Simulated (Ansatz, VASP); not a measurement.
## Two plane-wave programs on N

```xyz
2
Lattice="15.0000 0.0000 0.0000 0.0000 15.5000 0.0000 0.0000 0.0000 16.0000" Properties=species:S:1:pos:R:3 pbc="T T T"
N     7.5277    7.7348    7.4543
N     7.4723    7.7652    8.5457
```

Alike in both runs: functional LDA; k mesh 1 × 1 × 1; occupations gaussian, width 0.005 eV; no spin polarisation.

Ansatz relaxed the structure, and its values are those at the end. VASP's run is a single point on that final structure, the one shown.

```csv
,VASP,Ansatz
version,VASP 6.6.1,Ansatz 0.2.0
potentials or method,"VASP PAW LDA potentials, release 64 (N_h), cutoff 910 eV","scalar-relativistic, plane waves, PAW"
valence electrons in the cell,10,10
```

```csv
,VASP,Ansatz,Ansatz less VASP
gap on the k mesh at the Fermi level (eV),8.25,8.25,0.000
rms of the force components (eV/Å),0.183,0.000,-0.1827
```

LDA's correlation is that of Perdew and Zunger in VASP and of Perdew and Wang (1992) in Ansatz. One of these differences is far larger than is usual between the two programs; its cause wasn't traced.

Noted on VASP's run: the cutoff is under 1.25 times that of the potentials, so the pressure is a little rough.
